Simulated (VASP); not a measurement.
# KCl (P6_3/mmc) in VASP: further runs, part 2 of 2

VASP 6.6.1. Earlier steps stand in the parts before.

### 3 Single point, r2SCAN

This run uses another cell than the first one, of 38.57 Å³/atom.

Input file POSCAR:

```
KCl
1.0
    5.3438034114      0.0000000000      0.0000000000
   -2.6719017057      4.6278695071      0.0000000000
    0.0000000000      0.0000000000      6.2391671480
K Cl
2 2
Direct
    0.3333333333      0.6666666667     -0.0625000000
    0.6666666667      0.3333333333      0.4375000000
    0.3333333333      0.6666666667      0.4375000000
    0.6666666667      0.3333333333      0.9375000000
```

Input file INCAR.step1:

```
ALGO = Normal
EDIFF = 1E-4
ENCUT = 520
GGA = PE
ISMEAR = 0
LASPH = True
LCHARG = False
LREAL = False
LWAVE = True
NBANDS = 24
NELM = 100
PREC = Accurate
SIGMA = 0.01
```

Input file INCAR.step2:

```
ALGO = Normal
EDIFF = 1E-6
ENCUT = 520
ISIF = 2
ISMEAR = 0
ISTART = 1
LASPH = True
LCHARG = False
LMIXTAU = True
LREAL = False
LWAVE = False
METAGGA = R2SCAN
NBANDS = 24
NELM = 100
PREC = Accurate
SIGMA = 0.01
```

Input file KPOINTS:

```
k-points
0
Gamma
  6 6 4
```

Potentials or basis: VASP PAW PBE potentials, release 64 (K_sv, Cl).

On the command line:

```sh
$ cat potpaw_PBE.64/K_sv/POTCAR potpaw_PBE.64/Cl/POTCAR > POTCAR
$ cp INCAR.step1 INCAR
$ mpirun -np 1 vasp_std > vasp.out
$ cp INCAR.step2 INCAR
$ mpirun -np 1 vasp_std > vasp.out
```

OUTCAR:

```text
EDIFF = 1E-6
   ENCUT = 520
   ISIF = 2
   ISMEAR = 0
   ISTART = 1
   LASPH = True
   LREAL = False
   METAGGA = R2SCAN
   NELM = 100
   PREC = Accurate

 ion  position               nearest neighbor table
   1  0.333  0.667  0.938-   4 3.09   4 3.09   4 3.09   3 3.12   3 3.12
   2  0.667  0.333  0.438-   3 3.09   3 3.09   3 3.09   4 3.12   4 3.12
   3  0.333  0.667  0.438-   2 3.09   2 3.09   2 3.09   1 3.12   1 3.12
   4  0.667  0.333  0.938-   1 3.09   1 3.09   1 3.09   2 3.12   2 3.12

  LATTYP: Found a hexagonal cell.
 ALAT       =     5.3438034114
 C/A-ratio  =     1.1675517731

  Lattice vectors:

 A1 = (   5.3438034114,   0.0000000000,   0.0000000000)
 A2 = (  -2.6719017057,   4.6278695071,   0.0000000000)
 A3 = (   0.0000000000,   0.0000000000,   6.2391671480)

Analysis of symmetry for initial positions (statically):
=====================================================================
 Subroutine PRICEL returns:
[... 170 lines left out ...]
  free energy    TOTEN  =       -32.74530275 eV

  energy without entropy =      -32.74530275  energy(sigma->0) =      -32.74530275

 E-fermi :  -2.9550     XC(G=0):  -6.8288

 val. band max:       -3.0367628936   @ k =   0.0000   0.0000   0.0000
 cond. band min:       2.3186131115   @ k =   0.0000   0.0000   0.0000
 fundamental gap:      5.3553760051
 Fermi energy:        -2.9549512482

 k-point     1 :       0.0000    0.0000    0.0000
  band No.  band energies     occupation
      1     -31.4624      2.00000
      2     -31.4503      2.00000
      3     -15.6515      2.00000
      4     -15.5651      2.00000
      5     -14.2637      2.00000
      6     -14.2299      2.00000
[... 556 lines left out ...]
     23       6.9287      0.00000
     24       6.9287      0.00000

------------------------ aborting loop because EDIFF is reached ----------------------------------------

  FORCE on cell =-STRESS in cart. coord.  units (eV):
  Direction    XX          YY          ZZ          XY          YZ          ZX
  --------------------------------------------------------------------------------------
  -------------------------------------------------------------------------------------
  Total       -0.0090739     -0.0090739     -0.0034001      0.0000000     -0.0000000      0.0000000
  in kB       -0.0942204     -0.0942204     -0.0353061      0.0000000     -0.0000000      0.0000000
  external PRESSURE =      -0.0745823 kB  Pullay stress =       0.0000000 kB

 VOLUME and BASIS-vectors are now :
 -----------------------------------------------------------------------------
  energy-cutoff  :      520.00
  volume of cell :      154.30
      direct lattice vectors                 reciprocal lattice vectors
     5.343803411  0.000000000  0.000000000     0.187132633  0.108041076  0.000000000
    -2.671901706  4.627869507  0.000000000     0.000000000  0.216082152  0.000000000
     0.000000000  0.000000000  6.239167148     0.000000000  0.000000000  0.160277803

 POSITION                                       TOTAL-FORCE (eV/Angst)
 -----------------------------------------------------------------------------------
     -0.00000      3.08525      5.84922        -0.000000      0.000000     -0.000000
      2.67190      1.54262      2.72964         0.000000      0.000000     -0.000000
     -0.00000      3.08525      2.72964         0.000000     -0.000000      0.000000
      2.67190      1.54262      5.84922        -0.000000     -0.000000     -0.000000
 -----------------------------------------------------------------------------------
    total drift:                               -0.000000      0.000000      0.000000

  FREE ENERGIE OF THE ION-ELECTRON SYSTEM (eV)
  ---------------------------------------------------
  free  energy   TOTEN  =       -32.7453027486 eV

  energy  without entropy=      -32.7453027486  energy(sigma->0) =      -32.74530275
```

Wall time 1.8 min (1 thread of Intel Xeon 6975P-C (Granite Rapids), shared host); peak memory 0.32 GiB.

What came out:

```
Free energy            : -32.7453 eV
Pressure               : 0.0 GPa
Band gap on the k mesh : 5.36 eV
```

Caveat: the PAW data sets were made with another functional, which shifts forces and pressure a little. A k mesh can miss the band edges.

### 4 Single point, r2SCAN

This run uses another cell than the first one, of 38.57 Å³/atom.

POSCAR is that of step 3.

Input file INCAR.step1:

```
SYSTEM = KCl
PREC = Accurate ; ENCUT = 520
ISMEAR = 0 ; SIGMA = 0.01
LREAL = .FALSE. ; LASPH = .TRUE.
NELM = 100 ; NBANDS = 24
GGA = PE ; ALGO = Normal
EDIFF = 1E-4 ; LWAVE = .TRUE.
LCHARG = .FALSE.
```

Input file INCAR.step2:

```
SYSTEM = KCl
PREC = Accurate ; ENCUT = 520
EDIFF = 1E-6 ; ISMEAR = 0
SIGMA = 0.01 ; LREAL = .FALSE.
LASPH = .TRUE. ; NELM = 100
ALGO = Normal ; ISIF = 2
LWAVE = .FALSE. ; LCHARG = .FALSE.
METAGGA = R2SCAN ; LMIXTAU = .TRUE.
NBANDS = 24 ; ISTART = 1
```

Input file KPOINTS:

```
regular mesh
0
G
  6 6 4
  0 0 0
```

On the command line:

```sh
$ cat potpaw_PBE.64/K_sv/POTCAR potpaw_PBE.64/Cl/POTCAR > POTCAR
$ cp INCAR.step1 INCAR
$ mpirun -np 1 vasp_std > vasp.out
$ cp INCAR.step2 INCAR
$ mpirun -np 1 vasp_std > vasp.out
```

Run time: 1.9 min. Hardware: 1 thread of Intel Xeon 6975P-C (Granite Rapids), shared host; peak memory 0.32 GiB.

The run converged. Its results:

- Free energy: -32.7453 eV
- Pressure: 0.0 GPa
- Band gap on the k mesh: 5.36 eV

Levels at points of the mesh, in eV from the valence-band top:
```tsv
k point	band 12	band 13	band 14	band 15	band 16	band 17	band 18	band 19	band 20	band 21
(0.00, 0.00, 0.00)	-0.43	-0.43	-0.28	-0.28	0.00	5.36	8.84	8.87	8.87	9.79
(0.50, 0.00, 0.00)	-0.43	-0.41	-0.38	-0.21	-0.14	6.94	7.85	8.10	8.18	9.63
(0.00, 0.00, 0.50)	-0.58	-0.37	-0.37	-0.37	-0.37	6.63	6.63	10.16	10.16	10.16
(0.50, 0.00, 0.50)	-0.81	-0.31	-0.31	-0.27	-0.27	7.39	7.39	9.40	9.40	9.62
```

Caveat: the PAW data sets were made with another functional, which shifts forces and pressure a little. A k mesh can miss the band edges.

### 5 Single point, r2SCAN (39.73 Å³/atom)

This run uses another cell than the first one, of 39.73 Å³/atom.

Input file POSCAR:

```
KCl
1.0
    5.3967157972      0.0000000000      0.0000000000
   -2.6983578986      4.6736929774      0.0000000000
    0.0000000000      0.0000000000      6.3009450979
K Cl
2 2
Direct
    0.3333333333      0.6666666667     -0.0625000000
    0.6666666667      0.3333333333      0.4375000000
    0.3333333333      0.6666666667      0.4375000000
    0.6666666667      0.3333333333      0.9375000000
```

Input file INCAR.step1:

```
PREC = Accurate
ENCUT = 520
ISMEAR = 0
SIGMA = 0.01
LREAL = False
LASPH = True
NELM = 80
NBANDS = 24
GGA = PE
ALGO = Normal
EDIFF = 1E-4
LWAVE = True
LCHARG = False
```

Input file INCAR.step2:

```
PREC = Accurate
ENCUT = 520
EDIFF = 1E-6
ISMEAR = 0
SIGMA = 0.01
LREAL = False
LASPH = True
NELM = 80
ALGO = Normal
ISIF = 2
LWAVE = False
LCHARG = False
METAGGA = R2SCAN
LMIXTAU = True
NBANDS = 24
ISTART = 1
```

Input file KPOINTS:

```
Automatic mesh
0
Gamma
  6 6 4
```

On the command line:

```sh
$ cat potpaw_PBE.64/K_sv/POTCAR potpaw_PBE.64/Cl/POTCAR > POTCAR
$ cp INCAR.step1 INCAR
$ mpirun -np 1 vasp_std > vasp.out
$ cp INCAR.step2 INCAR
$ mpirun -np 1 vasp_std > vasp.out
```

It took 2.3 min on 1 thread of Intel Xeon 6975P-C (Granite Rapids), shared host; peak memory 0.32 GiB.

It converged, with:

* Free energy: -32.7406 eV
* Pressure: -0.4 GPa
* Band gap on the k mesh: 5.31 eV

Stress tensor (GPa, compression positive):
```
-0.38  0.00  0.00
 0.00 -0.38  0.00
 0.00  0.00 -0.46
```

Levels at points of the mesh, in eV from the valence-band top:
| k point | band 14 | band 15 | band 16 | band 17 | band 18 | band 19 |
| --- | --- | --- | --- | --- | --- | --- |
| (0.00, 0.00, 0.00) | -0.26 | -0.26 | 0.00 | 5.31 | 8.75 | 8.86 |
| (0.50, 0.00, 0.00) | -0.37 | -0.20 | -0.13 | 6.91 | 7.84 | 7.96 |
| (0.00, 0.00, 0.50) | -0.35 | -0.35 | -0.35 | 6.57 | 6.57 | 10.09 |
| (0.50, 0.00, 0.50) | -0.29 | -0.25 | -0.25 | 7.36 | 7.36 | 9.25 |

Caveat: the PAW data sets were made with another functional, which shifts forces and pressure a little. A k mesh can miss the band edges.

### 6 Overview

| cell | gap on the mesh (eV) | pressure (GPa) |
| --- | --- | --- |
| a = 5.290, b = 5.290, c = 6.176 Å, angles 90.0, 90.0, 120.0°, 4 atoms | 5.40 | 0.5 |
| a = 5.344, b = 5.344, c = 6.239 Å, angles 90.0, 90.0, 120.0°, 4 atoms | 5.36 | 0.0 |
| a = 5.397, b = 5.397, c = 6.301 Å, angles 90.0, 90.0, 120.0°, 4 atoms | 5.31 | -0.4 |

Alike in all rows: task single point; level r2SCAN; potentials or basis VASP PAW PBE potentials, release 64 (K_sv, Cl); no spin polarisation; k mesh 6 × 6 × 4; cutoff (eV) 520; smearing gaussian 0.01 eV.

Caveats: the PAW data sets were made with another functional, which shifts forces and pressure a little.

Total energies depend on the potentials used, so only differences within one code and one set of settings carry meaning.
